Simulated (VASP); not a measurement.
Set up this calculation in VASP 6.6.1, as the native input.

- Task: single point
- Functional: PBE
- Potentials or basis: VASP PAW PBE potentials, release 64 (Nd_3, Si, I), 4f in core
- Cutoff: 500 eV
- k mesh: 3 × 3 × 2
- Occupations: gaussian, width 0.15 eV
- Spin: no spin polarisation
- Dipole correction: no
- Mended: yes
- Further INCAR settings: ALGO = Normal; EDIFF = 1e-06; NBANDS = 33

The structure of Nd3Si2I lies in POSCAR:

```
Nd3Si2I
1.0
    4.2330343659      0.0000000000      0.0000000000
    0.0000000000      4.2330343659      0.0000000000
    0.0000000000      0.0000000000     11.9759225009
Nd Si I
3 2 1
Direct
    0.5000000000      0.0000000000      0.4832007971
    0.0000000000      0.5000000000      0.4832007971
    0.0000000000      0.0000000000      0.7391139966
    0.5000000000      0.0000000000      0.2431862614
    0.0000000000      0.5000000000      0.2431862614
    0.0000000000      0.0000000000     -0.0172769036
```

The cell was built from a structure type or drawn by symmetry, and may not be a known phase.

These files were run (other wordings do the same):

INCAR

```
SYSTEM = Nd3Si2I
PREC     = Accurate       ! precision mode
ENCUT    = 500            ! plane-wave cutoff, eV
EDIFF    = 1E-6           ! SCF threshold, eV
ISMEAR   = 0              ! smearing method
SIGMA    = 0.15           ! smearing width, eV
LREAL    = .False.        ! projectors in reciprocal space
LASPH    = .True.         ! aspherical terms in the spheres
NELM     = 200            ! most SCF steps
ALGO     = Normal         ! electronic algorithm
ISIF     = 2              ! what is computed and relaxed
LWAVE    = .False.        ! write WAVECAR
LCHARG   = .False.        ! write CHGCAR
GGA      = PE             ! functional
NBANDS   = 33             ! bands
GGA_COMPAT= .False.      
LMAXMIX  = 6              ! l up to which the mixer works
```

KPOINTS

```
regular mesh
0
Gamma
  3 3 2
  0 0 0
```

Potentials or basis: VASP PAW PBE potentials, release 64 (Nd_3, Si, I), 4f in core.

Launch:

```console
$ cat potpaw_PBE.64/Nd_3/POTCAR potpaw_PBE.64/Si/POTCAR potpaw_PBE.64/I/POTCAR > POTCAR
$ mpirun -np 1 vasp_std > vasp.out
```

It gave:

* Pressure: 0.1 GPa
* Largest force: 0.017 eV/Å
* Band gap on the k mesh: zero (bands 24 and 25 overlap by 1.06 eV)

Caveat: the k points lie up to 0.49 Å⁻¹ apart, too coarse for converged energies and pressures of a metal; spin-orbit coupling is left out, which moves the levels of the heavy elements; the 4f electrons are frozen in the core, so they carry no moment and show no levels; the run has no spin polarisation, though such a crystal can be magnetic.

Run time: 43 s on 1 thread of AMD EPYC 7R13 Processor (Zen 3), with other jobs on the host, peak memory 0.27 GiB.
